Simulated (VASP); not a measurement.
A run of VASP 6.6.1 is set up as follows.

INCAR

```
SYSTEM = CoW3
ALGO = Normal
EDIFF = 1E-7
ENCUT = 520
GGA = PE
ISIF = 2
ISMEAR = -1
ISPIN = 2
LASPH = .True.
LCHARG = .False.
LMAXMIX = 4
LORBIT = 11
LREAL = .False.
LWAVE = .False.
MAGMOM = 2.5 0 0 0
NBANDS = 38
NELM = 150
PREC = Accurate
SIGMA = 0.1
```

File KPOINTS:

```
k-points
0
Gamma
  6 6 6
  0 0 0
```

Contents of POSCAR:

```
CoW3
1.0
    3.9587694097      0.0000000000      0.0000000000
    0.0000000000      3.9587694097      0.0000000000
    0.0000000000      0.0000000000      3.9587694097
Co W
1 3
Direct
    0.0000000000      0.0000000000      0.0000000000
    0.0000000000      0.5000000000      0.5000000000
    0.5000000000      0.0000000000      0.5000000000
    0.5000000000      0.5000000000      0.0000000000
```

Potentials or basis: VASP PAW PBE potentials, release 64 (Co, W_sv).

Run with:

```bash
$ cat potpaw_PBE.64/Co/POTCAR potpaw_PBE.64/W_sv/POTCAR > POTCAR
$ mpirun -np 1 vasp_std > vasp.out
```

What does it give for the site moments?

Co +0.38; W +0.01 μB.

What does it give for the net moment?

0.41 μB per cell.

What does it give for the pressure?

-10.8 GPa.

Caveat: the cell stands under tension.
